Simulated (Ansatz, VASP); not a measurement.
## Two plane-wave programs on Si4O7

```xyz
11
Lattice="0.0000 4.1549 -2.6614 0.0000 -4.1549 -2.6614 -4.1549 0.0000 2.6614" Properties=species:S:1:pos:R:3 pbc="T T T"
Si   -2.0774   -2.0774   -1.3307
Si   -2.0774    2.0774   -1.3307
Si   -4.1549    0.0000    2.6614
Si   -4.1549    0.0000    0.0000
O    -1.2696    2.8853   -2.6614
O    -3.3470   -0.8079   -1.3307
O    -3.3470   -0.8079    1.3307
O    -2.8853   -2.8853    0.0000
O    -2.4182    1.2064    0.0000
O    -0.8079    0.8079   -3.9922
O    -0.8079    0.8079   -1.3307
```

Change from the starting cell: O vacancy; atom 9 moved 0.125 of the way to it and -0.375 Å across, host rigid.

Alike in both runs: task single point; functional LDA; k mesh 6 × 6 × 6; occupations gaussian, width 0.05 eV; no spin polarisation.

```csv
,VASP,Ansatz
version,VASP 6.6.1,Ansatz 0.2.0
potentials or method,"VASP PAW LDA potentials, release 64 (Si, O), cutoff 520 eV","scalar-relativistic, plane waves, PAW"
valence electrons in the cell,58,58
```

|  | VASP | Ansatz | Ansatz less VASP |
| --- | --- | --- | --- |
| gap on the k mesh at the Fermi level (eV) | 1.66 | 1.66 | +0.001 |
| least direct gap on the mesh (eV) | 2.11 | 2.11 | +0.004 |
| pressure (GPa) | 5.8 | 4.8 | -0.98 |
| traceless stress, the component that is largest in VASP (GPa) | 4.10 | 3.36 | -0.748 |
| rms of the force components (eV/Å) | 1.718 | 1.703 | -0.0156 |

Ansatz warns that its potentials were made for another functional, while VASP's fit it. LDA's correlation is that of Perdew and Zunger in VASP and of Perdew and Wang (1992) in Ansatz. Atom by atom the forces differ by 0.027 eV/Å (rms over components).
